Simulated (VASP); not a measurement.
Input of a VASP 6.6.1 run:

Contents of INCAR:

```
PREC     = Accurate       # precision mode
ENCUT    = 600            # plane-wave cutoff, eV
EDIFF    = 1E-7           # SCF threshold, eV
ISMEAR   = 0              # smearing method
SIGMA    = 0.1            # smearing width, eV
LREAL    = False          # projectors in reciprocal space
LASPH    = True           # aspherical terms in the spheres
NELM     = 100            # most SCF steps
ALGO     = Normal         # electronic algorithm
ISIF     = 3              # what is computed and relaxed
LWAVE    = False          # write WAVECAR
LCHARG   = False          # write CHGCAR
GGA      = PE             # functional
IBRION   = 2              # ionic algorithm
NSW      = 100            # ionic steps
EDIFFG   = -0.01          # ionic threshold
```

Contents of KPOINTS:

```
Automatic mesh
0
Gamma
  6 6 6
```

File POSCAR:

```
Ca3Y3Au
1.0
    6.2733229479      0.0000000000      0.0000000000
    0.0000000000      6.2733229479      0.0000000000
    0.0000000000      0.0000000000      6.2733229479
Ca Y Au
3 3 1
Direct
    0.0000000000      0.5000000000      0.0000000000
    0.5000000000      0.0000000000      0.0000000000
    0.0000000000      0.0000000000      0.5000000000
    0.0000000000      0.5000000000      0.5000000000
    0.5000000000      0.5000000000      0.0000000000
    0.5000000000      0.0000000000      0.5000000000
    0.5000000000      0.5000000000      0.5000000000
```

Potentials or basis: VASP PAW PBE potentials, release 64 (Ca_sv, Y_sv, Au).

The run is started by

```bash
$ cat potpaw_PBE.64/Ca_sv/POTCAR potpaw_PBE.64/Y_sv/POTCAR potpaw_PBE.64/Au/POTCAR > POTCAR
$ mpirun -np 1 vasp_std > vasp.out
```

**Question.** Predict the space group after relaxing (to 0.05 Å).

**Answer.** Pm-3m (No. 221).

**Question.** What does it give for the relaxed cell?

**Answer.** a = 6.308 Å, b = 6.308 Å, c = 6.308 Å, α = 90.00°, β = 90.00°, γ = 90.00°.

**Question.** What does it give for the band gap on the k mesh?

**Answer.** Zero (band 37 reaches 2.59 eV, above the bottom of band 38 at 2.34 eV).

Step by step:
```tsv
step	energy change (eV)	largest force (eV/Å)	pressure (GPa)	volume (Å³)
1	0.0000	0.0000	0.37	246.88
2	-0.0044	0.0000	0.10	249.83
3	-0.0048	0.0000	0.00	251.00
```

Caveat: spin-orbit coupling is left out, which moves the levels of the heavy elements.
